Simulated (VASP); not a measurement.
# Ti (Fm-3m) in VASP: further runs

Runs on Ti. Level: PBE. Tasks: single point.

Program: VASP 6.6.1. These are calculated values, not measurements. Logs are shortened: lines on timing, memory, paths and dates and some standing lists are left out, and cuts for length are marked.

**1. The cell of the first run**

Symmetry: Fm-3m, No. 225, cubic system. The conventional cell has a = 3.940 Å, b = 3.940 Å, c = 3.940 Å, α = 90.00°, β = 90.00°, γ = 90.00°. Within 3.7 Å of Ti (site symmetry m-3m) lie 12 Ti at 2.79 Å.

**2. Single point, PBE, collinear spin, ferromagnetic start**

INCAR reads:

```
PREC = Accurate ; ENCUT = 520
EDIFF = 1E-6 ; ISMEAR = 0
SIGMA = 0.15 ; LREAL = F
LASPH = T ; NELM = 150
ALGO = Normal ; ISIF = 2
LWAVE = F ; LCHARG = F
ISPIN = 2 ; MAGMOM = 0.75
LORBIT = 11 ; NUPDOWN = 0.75
LMAXMIX = 4 ; GGA = PE
NBANDS = 16
```

KPOINTS reads:

```
Automatic mesh
0
Gamma
  20 20 20
```

POSCAR reads:

```
Ti
1.0
    0.0000000000      1.9702256091      1.9702256091
    1.9702256091      0.0000000000      1.9702256091
    1.9702256091      1.9702256091      0.0000000000
Ti
1
Direct
    0.0000000000      0.0000000000      0.0000000000
```

Potentials or basis: VASP PAW PBE potentials, release 64 (Ti_sv).

Run with:

```sh
> cat potpaw_PBE.64/Ti_sv/POTCAR > POTCAR
> mpirun -np 1 vasp_std > vasp.out
```

OUTCAR:

```text
PREC = Accurate
   ENCUT = 520
   EDIFF = 1E-6
   ISMEAR = 0
   LREAL = F
   LASPH = T
   NELM = 150
   ISIF = 2
   ISPIN = 2
   LORBIT = 11
   NUPDOWN = 0.75
   GGA = PE

 ion  position               nearest neighbor table
   1  0.000  0.000  0.000-

  LATTYP: Found a face centered cubic cell.
 ALAT       =     3.9404512182

  Lattice vectors:

 A1 = (   0.0000000000,   1.9702256091,   1.9702256091)
 A2 = (   1.9702256091,   0.0000000000,   1.9702256091)
 A3 = (   1.9702256091,   1.9702256091,   0.0000000000)

Analysis of symmetry for initial positions (statically):
=====================================================================
 Subroutine PRICEL returns:
 Original cell was already a primitive cell.

 Routine SETGRP: Setting up the symmetry group for a
 face centered cubic supercell.

 Subroutine GETGRP returns: Found 48 space group operations
 (whereof 48 operations were pure point group operations)
 out of a pool of 48 trial point group operations.

The static configuration has the point symmetry O_h .

Analysis of symmetry for dynamics (positions and initial velocities):
=====================================================================
 Subroutine PRICEL returns:
 Original cell was already a primitive cell.

 Routine SETGRP: Setting up the symmetry group for a
 face centered cubic supercell.

 Subroutine GETGRP returns: Found 48 space group operations
 (whereof 48 operations were pure point group operations)
 out of a pool of 48 trial point group operations.

The dynamic configuration has the point symmetry O_h .

Analysis of structural, dynamic, and magnetic symmetry:
=====================================================================
 Subroutine PRICEL returns:
 Original cell was already a primitive cell.

 Routine SETGRP: Setting up the symmetry group for a
 face centered cubic supercell.

 Subroutine GETGRP returns: Found 48 space group operations
 (whereof 48 operations were pure point group operations)
 out of a pool of 48 trial point group operations.

The overall configuration has the point symmetry O_h .

 Subroutine INISYM returns: Found 48 space group operations
 (whereof 48 operations are pure point group operations),
 and found     1 'primitive' translations

----------------------------------------------------------------------------------------

                                     Primitive cell

  volume of cell :      15.2960

  direct lattice vectors                    reciprocal lattice vectors
     0.000000000  1.970225609  1.970225609    -0.253778043  0.253778043  0.253778043
     1.970225609  0.000000000  1.970225609     0.253778043 -0.253778043  0.253778043
     1.970225609  1.970225609  0.000000000     0.253778043  0.253778043 -0.253778043

  length of vectors
     2.786319777  2.786319777  2.786319777     0.439556465  0.439556465  0.439556465

  position of ions in fractional coordinates (direct lattice)
     0.000000000  0.000000000  0.000000000

  ion indices of the primitive-cell ions
   primitive index   ion index
                 1           1

----------------------------------------------------------------------------------------

 KPOINTS: Automatic mesh

Automatic generation of k-mesh.
 Grid dimensions read from file:
 generate k-points for:   20   20   20

 Generating k-lattice:

  Cartesian coordinates                     Fractional coordinates (reciprocal lattice)
    -0.012688902  0.012688902  0.012688902     0.050000000  0.000000000  0.000000000
     0.012688902 -0.012688902  0.012688902     0.000000000  0.050000000  0.000000000
     0.012688902  0.012688902 -0.012688902     0.000000000  0.000000000  0.050000000

  Length of vectors
     0.021977823  0.021977823  0.021977823

  Shift w.r.t. Gamma in fractional coordinates (k-lattice)
     0.000000000  0.000000000  0.000000000

 Subroutine IBZKPT returns following result:
 ===========================================

 Found    256 irreducible k-points:

 Following reciprocal coordinates:
            Coordinates               Weight
  0.000000  0.000000  0.000000      1.000000
  0.050000  0.000000  0.000000      8.000000
  0.100000  0.000000  0.000000      8.000000
  0.150000  0.000000  0.000000      8.000000
  0.200000  0.000000  0.000000      8.000000
  0.250000  0.000000  0.000000      8.000000
[... 16 lines left out ...]
 -0.400000  0.050000  0.000000     24.000000
 -0.350000  0.050000  0.000000     24.000000
 [... further k-points ...]
   k-points           NKPTS =    256   k-points in BZ     NKDIM =    256   number of bands    NBANDS=     16
   number of dos      NEDOS =    301   number of ions     NIONS =      1
   total plane-waves  NPLWV =  13824
   dimension x,y,z NGX =    24 NGY =   24 NGZ =   24
   dimension x,y,z NGXF=    48 NGYF=   48 NGZF=   48
   ions per type =               1
   NGX,Y,Z   is equivalent  to a cutoff of  14.32, 14.32, 14.32 a.u.
   NGXF,Y,Z  is equivalent  to a cutoff of  28.64, 28.64, 28.64 a.u.
 SYSTEM =  unknown system
   PREC   = accura    normal or accurate (medium, high low for compatibility)
   ISTART =      0    job   : 0-new  1-cont  2-samecut
   ICHARG =      2    charge: 1-file 2-atom 10-const
   ISPIN  =      2    spin polarized calculation?
   LNONCOLLINEAR =      F non collinear calculations
   LSORBIT =      F    spin-orbit coupling
   LASPH  =      T    aspherical Exc in radial PAW
   ENCUT  =  520.0 eV  38.22 Ry    6.18 a.u.   5.18  5.18  5.18*2*pi/ulx,y,z
   NELM   =    150;   NELMIN=  2; NELMDL= -5     # of ELM steps
   EDIFF  = 0.1E-05   stopping-criterion for ELM
   LREAL  =      F    real-space projection
   EDIFFG = 0.1E-04   stopping-criterion for IOM
   NSW    =      0    number of steps for IOM
   IBRION =     -1    ionic relax: 0-MD 1-quasi-New 2-CG
   NFREE  =      0    steps in history (QN), initial steepest desc. (CG)
   ISIF   =      2    stress and relaxation
   ISYM   =      2    0-nonsym 1-usesym 2-fastsym
   POTIM  = 0.5000    time-step for ionic-motion
   TEBEG  =    0.0;   TEEND  =   0.0 temperature during run
   PSTRESS=    0.0 pullay stress
   NELECT =      12.0000    total number of electrons
   NUPDOWN=       0.7500    fix difference up-down
   EMIN   =  10.00;   EMAX   =-10.00  energy-range for DOS
   EFERMI =   0.00;   METHOD = LEGACY
   ISMEAR =     0;   SIGMA  =   0.15  broadening in eV -4-tet -1-fermi 0-gaus
   EFERMI_NEDOS =   21; number of points for ismear=-14 and -15
   IALGO  =     38    algorithm
   IMIX   =      4    mixing-type and parameters
     AMIX     =   0.40;   BMIX     =  1.00
     AMIX_MAG =   1.60;   BMIX_MAG =  1.00
  volume/ion in A,a.u.               =      15.30       103.22
  Fermi-wavevector in a.u.,A,eV,Ry     =   1.509881  2.853261 31.017740  2.279740
  Thomas-Fermi vector in A             =   2.620144
   LORBIT       =     11    0 simple, 1 ext, 2 COOP (PROOUT), +10 PAW based schemes
   GGA     = PE    functional components
   LHFCALC =     F    Hartree Fock is set to
   AEXX    =    0.0000 exact exchange contribution
   IVDW    =     0    specifies the selected vdW correction
   LEPSILON=     F    determine dielectric tensor
   LRPA    =     F    only Hartree local field effects (RPA)
 spin polarized calculation
 Gauss-broadening in eV      SIGMA  =   0.15
  energy-cutoff  :      520.00
  volume of cell :       15.30
 maximum number of plane-waves:       424
 NGX is ok and might be reduce to    24
   NGX = 11   NGY = 11   NGZ = 11

 number of electron      12.0000000 magnetization       0.7500000

 Free energy of the ion-electron system (eV)
  ---------------------------------------------------
  ext. energy  EPLUGINS =         0.00000000
  ---------------------------------------------------
  free energy    TOTEN  =        -7.60585321 eV

  energy without entropy =       -7.59083416  energy(sigma->0) =       -7.59834369

 E-fermi :   9.3951     XC(G=0): -12.0947

 val. band max:        9.8716927514   @ k =  -0.4500   0.2000   0.0000
 cond. band min:       9.4042272340   @ k =  -0.1500   0.2500   0.1000
 fundamental gap:     -0.4674655174
 Fermi energy:         9.8719831123

 spin component 1

 k-point     1 :       0.0000    0.0000    0.0000
  band No.  band energies     occupation
      1     -47.0619      1.00000
      2     -22.7394      1.00000
      3     -22.7394      1.00000
      4     -22.7394      1.00000
      5       2.9756      1.00000
      6      10.3243      0.00001
[... 8 lines left out ...]
     15      34.5316      0.00000
     16      36.4604      0.00000

 k-point     2 :       0.0500    0.0000    0.0000
  band No.  band energies     occupation
      1     -47.0570      1.00000
      2     -22.7653      1.00000
      3     -22.7425      1.00000
      4     -22.7425      1.00000
      5       3.0678      1.00000
      6      10.2627      0.00011
[... 8 lines left out ...]
     15      35.0896      0.00000
     16      36.4044      0.00000

 k-point     3 :       0.1000    0.0000    0.0000
  band No.  band energies     occupation
      1     -47.0427      1.00000
      2     -22.8403      1.00000
      3     -22.7515      1.00000
      4     -22.7515      1.00000
      5       3.3381      1.00000
      6      10.0930      0.01858
[... 8 lines left out ...]
     15      35.0798      0.00000
     16      36.2075      0.00000
[... 362 lines left out ...]
 k-point    23 :      -0.4000    0.0500    0.0000
  band No.  band energies     occupation
      1     -46.8689      1.00000
      2     -23.6777      1.00000
      3     -22.8813      1.00000
      4     -22.8543      1.00000
      5       6.4184      1.00000
      6       9.8541      0.56693
[... 8 lines left out ...]
     15      33.7955      0.00000
     16      34.0352      0.00000

 k-point    24 :      -0.3500    0.0500    0.0000
  band No.  band energies     occupation
      1     -46.8892      1.00000
      2     -23.5837      1.00000
      3     -22.8719      1.00000
      4     -22.8385      1.00000
      5       6.1954      1.00000
      6       9.5395      0.99914
[... 8 lines left out ...]
     15      33.5778      0.00000
     16      33.8602      0.00000

 [... further k-points ...]

 spin component 2

 k-point     1 :       0.0000    0.0000    0.0000
  band No.  band energies     occupation
      1     -46.6068      1.00000
      2     -22.2881      1.00000
      3     -22.2881      1.00000
      4     -22.2881      1.00000
      5       3.5810      1.00000
      6      10.9043      0.00000
[... 8 lines left out ...]
     15      34.9744      0.00000
     16      37.1308      0.00000

 k-point     2 :       0.0500    0.0000    0.0000
  band No.  band energies     occupation
      1     -46.6019      1.00000
      2     -22.3138      1.00000
      3     -22.2912      1.00000
      4     -22.2912      1.00000
      5       3.6729      1.00000
      6      10.8447      0.00000
[... 8 lines left out ...]
     15      35.5515      0.00000
     16      37.0743      0.00000

 k-point     3 :       0.1000    0.0000    0.0000
  band No.  band energies     occupation
      1     -46.5878      1.00000
      2     -22.3879      1.00000
      3     -22.3001      1.00000
      4     -22.3001      1.00000
      5       3.9429      1.00000
      6      10.6804      0.00000
[... 8 lines left out ...]
     15      35.6576      0.00000
     16      36.8752      0.00000
[... 362 lines left out ...]
 k-point    23 :      -0.4000    0.0500    0.0000
  band No.  band energies     occupation
      1     -46.4157      1.00000
      2     -23.2164      1.00000
      3     -22.4281      1.00000
      4     -22.4013      1.00000
      5       7.0616      1.00000
      6      10.3794      0.00000
[... 8 lines left out ...]
     15      34.3144      0.00000
     16      34.5789      0.00000

 k-point    24 :      -0.3500    0.0500    0.0000
  band No.  band energies     occupation
      1     -46.4357      1.00000
      2     -23.1233      1.00000
      3     -22.4189      1.00000
      4     -22.3858      1.00000
      5       6.8267      1.00000
      6      10.1118      0.00000
[... 8 lines left out ...]
     15      34.0853      0.00000
     16      34.4242      0.00000

 [... further k-points ...]

------------------------ aborting loop because EDIFF is reached ----------------------------------------

  FORCE on cell =-STRESS in cart. coord.  units (eV):
  Direction    XX          YY          ZZ          XY          YZ          ZX
  --------------------------------------------------------------------------------------
  -------------------------------------------------------------------------------------
  Total        1.8104113      1.8104113      1.8104113     -0.0000000     -0.0000000     -0.0000000
  in kB      189.6312734    189.6312734    189.6312734     -0.0000000     -0.0000000     -0.0000000
  external PRESSURE =     189.6312734 kB  Pullay stress =       0.0000000 kB

 VOLUME and BASIS-vectors are now :
 -----------------------------------------------------------------------------
  energy-cutoff  :      520.00
  volume of cell :       15.30
      direct lattice vectors                 reciprocal lattice vectors
     0.000000000  1.970225609  1.970225609    -0.253778043  0.253778043  0.253778043
     1.970225609  0.000000000  1.970225609     0.253778043 -0.253778043  0.253778043
     1.970225609  1.970225609  0.000000000     0.253778043  0.253778043 -0.253778043

 POSITION                                       TOTAL-FORCE (eV/Angst)
 -----------------------------------------------------------------------------------
      0.00000      0.00000      0.00000         0.000000      0.000000      0.000000
 -----------------------------------------------------------------------------------
    total drift:                                0.000000     -0.000000     -0.000000

  FREE ENERGIE OF THE ION-ELECTRON SYSTEM (eV)
  ---------------------------------------------------
  free  energy   TOTEN  =        -7.6058532142 eV

  energy  without entropy=       -7.5908341639  energy(sigma->0) =       -7.59834369

 total charge

# of ion       s       p       d       tot
------------------------------------------
    1        2.276   6.144   2.007  10.427

 magnetization (x)

# of ion       s       p       d       tot
------------------------------------------
    1        0.007   0.061   0.464   0.532
```

Run time: 98 s. Hardware: 1 thread of AMD EPYC 9R45 (Zen 5), shared host; peak memory 0.19 GiB.

Results:

* Free energy: -7.6059 eV
* Pressure: 19.0 GPa
* Net moment: 0.75 μB per cell
* Site moments: Ti +0.53 μB
* Valence electrons inside the program's atomic spheres: Ti 10.43

Caveat: the total moment is fixed, so each spin has its own Fermi level.

**3. Single point, PBE, collinear spin, ferromagnetic start**

INCAR reads:

```
SYSTEM = Ti
ALGO     = Fast           ! electronic algorithm
EDIFF    = 1E-6           ! SCF threshold, eV
ENCUT    = 520            ! plane-wave cutoff, eV
GGA      = PE             ! functional
ISIF     = 2              ! what is computed and relaxed
ISMEAR   = 0              ! smearing method
ISPIN    = 2              ! spin polarisation
LASPH    = .True.         ! aspherical terms in the spheres
LCHARG   = .False.        ! write CHGCAR
LMAXMIX  = 4              ! l up to which the mixer works
LORBIT   = 11             ! projections on sites
LREAL    = .False.        ! projectors in reciprocal space
LWAVE    = .False.        ! write WAVECAR
MAGMOM   = 1              ! initial moments
NBANDS   = 16             ! bands
NELM     = 150            ! most SCF steps
NUPDOWN  = 1.0            ! fixed moment
PREC     = Accurate       ! precision mode
SIGMA    = 0.15           ! smearing width, eV
```

KPOINTS reads:

```
k-points
0
Gamma
  20 20 20
  0 0 0
```

POSCAR is that of step 2.

Potentials or basis: VASP PAW PBE potentials, release 64 (Ti_sv).

Run with:

```sh
> cat potpaw_PBE.64/Ti_sv/POTCAR > POTCAR
> mpirun -np 1 vasp_std > vasp.out
```

Wall time 2.2 min (1 thread of AMD EPYC 9R45 (Zen 5), shared host); peak memory 0.19 GiB.

It converged, with:

| Property | Result |
| --- | --- |
| Free energy | -7.5335 eV |
| Pressure | 20.6 GPa |
| Net moment | 1.00 μB per cell |
| Site moments | Ti +0.71 μB |
| Valence electrons inside the program's atomic spheres | Ti 10.43 |

Caveat: the total moment is fixed, so each spin has its own Fermi level.

**4. Single point, PBE, collinear spin, ferromagnetic start**

INCAR reads:

```
SYSTEM = Ti
ALGO = Normal ; EDIFF = 1E-6
ENCUT = 520 ; GGA = PE
ISIF = 2 ; ISMEAR = 0
ISPIN = 2 ; LASPH = .TRUE.
LCHARG = .FALSE. ; LMAXMIX = 4
LORBIT = 11 ; LREAL = .FALSE.
LWAVE = .FALSE. ; MAGMOM = 0.125
NBANDS = 16 ; NELM = 150
NUPDOWN = 0.125 ; PREC = Accurate
SIGMA = 0.15
```

KPOINTS reads:

```
k-points
0
G
  20 20 20
  0 0 0
```

POSCAR is that of step 3.

Run with:

```sh
> cat potpaw_PBE.64/Ti_sv/POTCAR > POTCAR
> mpirun -np 1 vasp_std > vasp.out
```

Run time: 76 s. Hardware: 1 thread of Intel Xeon 6975P-C, shared host; peak memory 0.22 GiB.

The run converged. Its results:

| Item | Value |
| --- | --- |
| Free energy | -7.6873 eV |
| Pressure | 16.7 GPa |
| Net moment | 0.12 μB per cell |
| Site moments | Ti +0.09 μB |
| Valence electrons inside the program's atomic spheres | Ti 10.42 |

Caveat: the total moment is fixed, so each spin has its own Fermi level.

**5. Summary**

```csv
fixed moment (μB),pressure (GPa),moment (μB)
0.75,19.0,0.75
1.0,20.6,1.00
0.125,16.7,0.12
```

Alike in all rows: task single point; level PBE; potentials or basis VASP PAW PBE potentials, release 64 (Ti_sv); spin collinear, ferromagnetic start; cell as given; k mesh 20 × 20 × 20; cutoff (eV) 520; smearing gaussian 0.15 eV.

Caveats: the total moment is fixed, so each spin has its own Fermi level.

Total energies depend on the potentials used, so only differences within one code and one set of settings carry meaning.
